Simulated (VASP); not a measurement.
# Al15AuN16 (a cell with a defect) in VASP: electric field gradients with PBE

Aim: the electric field gradients of Al15AuN16 (a cell with a defect) with PBE.

Program: VASP 6.6.1. These are calculated values, not measurements. Logs are shortened: lines on timing, memory, paths and dates and some standing lists are left out, and cuts for length are marked.

**1. The cell of the first run**

The cell holds a defect, 32 atoms: a = 6.226 Å, b = 6.226 Å, c = 9.962 Å, α = 90.00°, β = 90.00°, γ = 120.00°.

**2. Electric field gradients, PBE**

INCAR

```
PREC = Accurate
ENCUT = 520
EDIFF = 1E-8
ISMEAR = -1
SIGMA = 0.01
LREAL = Auto
LASPH = True
NELM = 100
ALGO = Normal
ISIF = 2
LWAVE = False
LCHARG = False
GGA = PE
LEFG = True
NBANDS = 90
```

KPOINTS

```
Automatic mesh
0
Gamma
  4 4 2
```

POSCAR

```
Al15AuN16
1.0
    6.2260000000      0.0000000000      0.0000000000
   -3.1130000000      5.3918741640      0.0000000000
    0.0000000000      0.0000000000      9.9620000000
Au Al N
1 15 16
Direct
    0.1666666666      0.3333333334      0.0000000000
    0.1666666666      0.3333333334      0.5000000000
    0.1666666666      0.8333333334      0.0000000000
    0.1666666666      0.8333333334      0.5000000000
    0.6666666666      0.3333333334      0.0000000000
    0.6666666666      0.3333333334      0.5000000000
    0.6666666666      0.8333333334      0.0000000000
    0.6666666666      0.8333333334      0.5000000000
    0.3333333334      0.1666666666      0.2500000000
    0.3333333334      0.1666666666      0.7500000000
    0.3333333334      0.6666666666      0.2500000000
    0.3333333334      0.6666666666      0.7500000000
    0.8333333334      0.1666666666      0.2500000000
    0.8333333334      0.1666666666      0.7500000000
    0.8333333334      0.6666666666      0.2500000000
    0.8333333334      0.6666666666      0.7500000000
    0.1666666666      0.3333333334      0.1900000000
    0.1666666666      0.3333333334      0.6900000000
    0.1666666666      0.8333333334      0.1900000000
    0.1666666666      0.8333333334      0.6900000000
    0.6666666666      0.3333333334      0.1900000000
    0.6666666666      0.3333333334      0.6900000000
    0.6666666666      0.8333333334      0.1900000000
    0.6666666666      0.8333333334      0.6900000000
    0.3333333334      0.1666666666      0.4400000000
    0.3333333334      0.1666666666      0.9400000000
    0.3333333334      0.6666666666      0.4400000000
    0.3333333334      0.6666666666      0.9400000000
    0.8333333334      0.1666666666      0.4400000000
    0.8333333334      0.1666666666      0.9400000000
    0.8333333334      0.6666666666      0.4400000000
    0.8333333334      0.6666666666      0.9400000000
```

Potentials or basis: VASP PAW PBE potentials, release 64 (Au, Al, N).

The run is started by

```bash
$ cat potpaw_PBE.64/Au/POTCAR potpaw_PBE.64/Al/POTCAR potpaw_PBE.64/N/POTCAR > POTCAR
$ mpirun -np 1 vasp_std > vasp.out
```

OUTCAR:

```text
PREC = Accurate
   ENCUT = 520
   EDIFF = 1E-8
   ISMEAR = -1
   LREAL = Auto
   LASPH = True
   NELM = 100
   ISIF = 2
   GGA = PE

 ion  position               nearest neighbor table
   1  0.167  0.333  0.000-  17 1.89  30 1.89  28 1.89  26 1.89  13 3.07  14 3.07  11 3.07  12 3.07
                             9 3.07  10 3.07   5 3.11   5 3.11   7 3.11   3 3.11   3 3.11   7 3.11
   2  0.167  0.333  0.500-  18 1.89  29 1.89  27 1.89  25 1.89  13 3.07  14 3.07  11 3.07  12 3.07
                             9 3.07  10 3.07   6 3.11   6 3.11   8 3.11   4 3.11   4 3.11   8 3.11
   3  0.167  0.833  0.000-  19 1.89  32 1.89  26 1.89  28 1.89  15 3.07  16 3.07   9 3.07  10 3.07
                            11 3.07  12 3.07   7 3.11   7 3.11   1 3.11   1 3.11   5 3.11   5 3.11
   4  0.167  0.833  0.500-  20 1.89  31 1.89  25 1.89  27 1.89  15 3.07  16 3.07   9 3.07  10 3.07
                            11 3.07  12 3.07   8 3.11   8 3.11   2 3.11   2 3.11   6 3.11   6 3.11
   5  0.667  0.333  0.000-  21 1.89  26 1.89  32 1.89  30 1.89   9 3.07  10 3.07  15 3.07  16 3.07
                            13 3.07  14 3.07   1 3.11   1 3.11   7 3.11   7 3.11   3 3.11   3 3.11
   6  0.667  0.333  0.500-  22 1.89  25 1.89  31 1.89  29 1.89   9 3.07  10 3.07  15 3.07  16 3.07
                            13 3.07  14 3.07   2 3.11   2 3.11   8 3.11   8 3.11   4 3.11   4 3.11
   7  0.667  0.833  0.000-  23 1.89  28 1.89  30 1.89  32 1.89  11 3.07  12 3.07  13 3.07  14 3.07
                            15 3.07  16 3.07   3 3.11   3 3.11   5 3.11   5 3.11   1 3.11   1 3.11
   8  0.667  0.833  0.500-  24 1.89  27 1.89  29 1.89  31 1.89  11 3.07  12 3.07  13 3.07  14 3.07
                            15 3.07  16 3.07   4 3.11   4 3.11   6 3.11   6 3.11   2 3.11   2 3.11
   9  0.333  0.167  0.250-  25 1.89  21 1.89  19 1.89  17 1.89   5 3.07   6 3.07   3 3.07   4 3.07
[... 17 lines left out ...]
  19  0.167  0.833  0.190-   3 1.89  15 1.89   9 1.89  11 1.89
  20  0.167  0.833  0.690-   4 1.89  16 1.89  10 1.89  12 1.89
  21  0.667  0.333  0.190-   5 1.89   9 1.89  15 1.89  13 1.89
  22  0.667  0.333  0.690-   6 1.89  10 1.89  16 1.89  14 1.89
[... 8 lines left out ...]
  31  0.833  0.667  0.440-  15 1.89   4 1.89   6 1.89   8 1.89
  32  0.833  0.667  0.940-  16 1.89   3 1.89   5 1.89   7 1.89

  LATTYP: Found a hexagonal cell.
 ALAT       =     6.2260000000
 C/A-ratio  =     1.6000642467

  Lattice vectors:

 A1 = (   6.2260000000,   0.0000000000,   0.0000000000)
 A2 = (  -3.1130000000,   5.3918741640,   0.0000000000)
 A3 = (   0.0000000000,   0.0000000000,   9.9620000000)

Analysis of symmetry for initial positions (statically):
=====================================================================
 Subroutine PRICEL returns:
 Original cell was already a primitive cell.

 Routine SETGRP: Setting up the symmetry group for a
 hexagonal supercell.

 Subroutine GETGRP returns: Found  6 space group operations
 (whereof  2 operations were pure point group operations)
 out of a pool of 24 trial point group operations.

The static configuration has the point symmetry C_1h.
 The point group associated with its full space group is C_3v.

Analysis of symmetry for dynamics (positions and initial velocities):
=====================================================================
 Subroutine PRICEL returns:
 Original cell was already a primitive cell.

 Routine SETGRP: Setting up the symmetry group for a
 hexagonal supercell.

 Subroutine GETGRP returns: Found  6 space group operations
 (whereof  2 operations were pure point group operations)
 out of a pool of 24 trial point group operations.

The dynamic configuration has the point symmetry C_1h.
 The point group associated with its full space group is C_3v.

 Subroutine INISYM returns: Found  6 space group operations
 (whereof  2 operations are pure point group operations),
 and found     1 'primitive' translations

----------------------------------------------------------------------------------------

                                     Primitive cell

  volume of cell :     334.4224

  direct lattice vectors                    reciprocal lattice vectors
     6.226000000  0.000000000  0.000000000     0.160616768  0.092732134  0.000000000
    -3.113000000  5.391874164  0.000000000     0.000000000  0.185464269  0.000000000
     0.000000000  0.000000000  9.962000000     0.000000000  0.000000000  0.100381450

  length of vectors
     6.226000000  6.226000000  9.962000000     0.185464269  0.185464269  0.100381450

[... 138 lines left out ...]
   ISMEAR =    -1;   SIGMA  =   0.01  broadening in eV -4-tet -1-fermi 0-gaus
   EFERMI_NEDOS =   21; number of points for ismear=-14 and -15
   IALGO  =     38    algorithm
   IMIX   =      4    mixing-type and parameters
     AMIX     =   0.40;   BMIX     =  1.00
     AMIX_MAG =   1.60;   BMIX_MAG =  1.00
  volume/ion in A,a.u.               =      10.45        70.52
  Fermi-wavevector in a.u.,A,eV,Ry     =   1.212893  2.292036 20.015675  1.471111
  Thomas-Fermi vector in A             =   2.348363
   LORBIT       =      0    0 simple, 1 ext, 2 COOP (PROOUT), +10 PAW based schemes
   GGA     = PE    functional components
   LHFCALC =     F    Hartree Fock is set to
   AEXX    =    0.0000 exact exchange contribution
   IVDW    =     0    specifies the selected vdW correction
   LEPSILON=     F    determine dielectric tensor
   LRPA    =     F    only Hartree local field effects (RPA)
 non-spin polarized calculation
  energy-cutoff  :      520.00
  volume of cell :      334.42
 maximum number of plane-waves:      9043
 NGX is ok and might be reduce to    48
   NGX = 23   NGY = 23   NGZ = 37

 number of electron     135.9999975 magnetization

 Free energy of the ion-electron system (eV)
  ---------------------------------------------------
  ext. energy  EPLUGINS =         0.00000000
  ---------------------------------------------------
  free energy    TOTEN  =      -226.73203470 eV

  energy without entropy =     -226.72451019  energy(sigma->0) =     -226.72827245

 E-fermi :   8.1830     XC(G=0): -11.0593

 val. band max:        8.1808745469   @ k =   0.2500   0.2500   0.0000
 cond. band min:       8.1846039721   @ k =   0.5000   0.0000   0.0000
 fundamental gap:      0.0037294251
 Fermi energy:         8.1829557936

 k-point     1 :       0.0000    0.0000    0.0000
  band No.  band energies     occupation
      1      -9.0115      2.00000
      2      -8.1759      2.00000
      3      -8.0392      2.00000
      4      -7.3228      2.00000
      5      -7.3228      2.00000
      6      -7.1954      2.00000
[... 653 lines left out ...]
     79      13.3714      0.00000
     80      13.4556      0.00000
 [bands above 80 left out]

------------------------ aborting loop because EDIFF is reached ----------------------------------------

  FORCE on cell =-STRESS in cart. coord.  units (eV):
  Direction    XX          YY          ZZ          XY          YZ          ZX
  --------------------------------------------------------------------------------------
  -------------------------------------------------------------------------------------
  Total       22.5150541     22.5150541     28.8263267      0.0000000      0.0000000     -0.0000000
  in kB      107.8668946    107.8668946    138.1034364      0.0000000      0.0000000     -0.0000000
  external PRESSURE =     117.9457419 kB  Pullay stress =       0.0000000 kB

 VOLUME and BASIS-vectors are now :
 -----------------------------------------------------------------------------
  energy-cutoff  :      520.00
  volume of cell :      334.42
      direct lattice vectors                 reciprocal lattice vectors
     6.226000000  0.000000000  0.000000000     0.160616768  0.092732134  0.000000000
    -3.113000000  5.391874164  0.000000000     0.000000000  0.185464269  0.000000000
     0.000000000  0.000000000  9.962000000     0.000000000  0.000000000  0.100381450

 POSITION                                       TOTAL-FORCE (eV/Angst)
 -----------------------------------------------------------------------------------
     -0.00000      1.79729      0.00000        -0.000000      0.000000     -0.207920
     -0.00000      1.79729      4.98100        -0.000000      0.000000     -0.189434
     -1.55650      4.49323      0.00000        -0.060451     -0.034901     -0.002111
     -1.55650      4.49323      4.98100        -0.033336     -0.019246     -0.118178
      3.11300      1.79729      0.00000         0.000000      0.069803     -0.002111
      3.11300      1.79729      4.98100        -0.000000      0.038493     -0.118178
[... 24 lines left out ...]
      3.11300      3.59458      4.38328        -0.000000      0.000000      0.090416
      3.11300      3.59458      9.36428        -0.000000      0.000000      0.019113
 -----------------------------------------------------------------------------------
    total drift:                               -0.000001     -0.000000      0.022292

  FREE ENERGIE OF THE ION-ELECTRON SYSTEM (eV)
  ---------------------------------------------------
  free  energy   TOTEN  =      -226.7320347004 eV

  energy  without entropy=     -226.7245101927  energy(sigma->0) =     -226.72827245

 Electric field gradients (V/A^2)
---------------------------------------------------------------------
 ion       V_xx      V_yy      V_zz      V_xy      V_xz      V_yz
---------------------------------------------------------------------
   1     -24.201   -24.202    48.403    -0.001     0.000    -0.000
   2      -0.901    -0.901     1.801    -0.000     0.000    -0.000
   3      -2.286     1.841     0.445    -3.574     1.395     0.805
   4      -1.376    -1.141     2.517    -0.204     0.050     0.029
   5       3.904    -4.350     0.445     0.000     0.000    -1.611
   6      -1.023    -1.494     2.517    -0.000     0.000    -0.057
[... 24 lines left out ...]
  31       0.517     0.517    -1.035    -0.000    -0.000     0.000
  32       1.315     1.315    -2.631    -0.000     0.000    -0.000
---------------------------------------------------------------------

 Electric field gradients after diagonalization (V/A^2)
 (convention: |V_zz| > |V_xx| > |V_yy|)
----------------------------------------------------------------------
 ion       V_xx      V_yy      V_zz     asymmetry (V_yy - V_xx)/ V_zz
----------------------------------------------------------------------
   1     -24.202   -24.201    48.403       0.000
   2      -0.901    -0.901     1.801       0.000
   3       3.904     0.936    -4.841       0.613
   4      -1.495    -1.023     2.518       0.187
   5       3.904     0.936    -4.841       0.613
   6      -1.495    -1.023     2.518       0.187
[... 24 lines left out ...]
  31       0.518     0.517    -1.035       0.000
  32       1.316     1.315    -2.631       0.000
----------------------------------------------------------------------

           NMR quadrupolar parameters

 Cq : quadrupolar parameter    Cq=e*Q*V_zz/h
 eta: asymmetry parameters     (V_yy - V_xx)/ V_zz
 Q  : nuclear electric quadrupole moment in mb (millibarn)
----------------------------------------------------------------------
 ion       Cq(MHz)       eta       Q (mb)
----------------------------------------------------------------------
   1       0.117       0.000       1.000
   2       0.004       0.000       1.000
   3      -0.012       0.613       1.000
   4       0.006       0.187       1.000
   5      -0.012       0.613       1.000
   6       0.006       0.187       1.000
[... 24 lines left out ...]
  31      -0.003       0.000       1.000
  32      -0.006       0.000       1.000
----------------------------------------------------------------------
```

Wall time 7.8 min (1 thread of Intel Xeon Platinum 8488C (Sapphire Rapids), shared host); peak memory 0.51 GiB.

Results:

```yaml
Free_energy: -226.7320 eV
Pressure: 11.8 GPa
Largest_force: 6.455 eV/Å
Band_gap_on_the_k_mesh: zero (bands 68 and 69 overlap by 0.22 eV)
Largest_electric_field_gradient_by_atom: Au +48.4; Al +1.8, -4.8, +2.5, +3.7, +4.2, +2.4, +2.2 (each value once); N +42.9, -2.3, +1.7, +1.3, +42.7, -1.0, -2.6 (each value once) V/Å²
```

Forces on the atoms (eV/Å):
```
Au   0.000  0.000 -0.208
Al   0.000  0.000 -0.189
Al  -0.060 -0.035 -0.002
Al  -0.033 -0.019 -0.118
Al   0.000  0.070 -0.002
Al   0.000  0.038 -0.118
Al   0.060 -0.035 -0.002
Al   0.033 -0.019 -0.118
Al   0.143 -0.082  0.018
Al   0.156 -0.090 -0.258
Al   0.000  0.165  0.018
Al   0.000  0.180 -0.258
Al  -0.143 -0.082  0.018
Al  -0.156 -0.090 -0.258
Al   0.000  0.000 -0.111
Al   0.000  0.000 -0.155
N    0.000  0.000  6.455
N    0.000  0.000 -0.036
N    0.034  0.020  0.088
N   -0.076 -0.044  0.049
N    0.000 -0.039  0.088
N    0.000  0.087  0.049
N   -0.034  0.020  0.088
N    0.076 -0.044  0.049
N    0.003 -0.002  0.147
N    5.157 -2.977 -1.879
N    0.000  0.003  0.147
N    0.000  5.955 -1.879
N   -0.003 -0.002  0.147
N   -5.157 -2.977 -1.879
N    0.000  0.000  0.090
N    0.000  0.000  0.019
```

Electric field gradients, principal values (V/Å²):
```
 atom    least   middle  greatest (by size)
 1 Au  -24.201  -24.202              48.403
 2 Al   -0.901   -0.901               1.801
 3 Al    0.936    3.904              -4.841
 4 Al   -1.023   -1.495               2.518
 5 Al    0.936    3.904              -4.841
 6 Al   -1.023   -1.495               2.518
 7 Al    0.936    3.904              -4.841
 8 Al   -1.023   -1.495               2.518
 9 Al   -1.484   -2.244               3.728
10 Al   -2.017   -2.148               4.165
11 Al   -1.484   -2.244               3.728
12 Al   -2.017   -2.148               4.165
13 Al   -1.484   -2.244               3.728
14 Al   -2.017   -2.148               4.165
15 Al   -1.204   -1.204               2.407
16 Al   -1.120   -1.120               2.240
 17 N  -21.447  -21.447              42.894
 18 N    1.152    1.152              -2.304
 19 N   -0.503   -1.182               1.685
 20 N   -0.223   -1.104               1.327
 21 N   -0.503   -1.182               1.685
 22 N   -0.223   -1.104               1.327
 23 N   -0.503   -1.182               1.685
 24 N   -0.223   -1.104               1.326
 25 N   -0.768   -0.883               1.652
 26 N  -20.239  -22.446              42.686
 27 N   -0.768   -0.883               1.652
 28 N  -20.239  -22.446              42.685
 29 N   -0.768   -0.883               1.652
 30 N  -20.239  -22.446              42.685
 31 N    0.517    0.518              -1.035
 32 N    1.315    1.316              -2.631
```

Caveat: without QUAD_EFG the Cq values of the log hold for a quadrupole moment of 1 mb, not for the nuclei; spin-orbit coupling is left out, which moves the levels of the heavy elements.
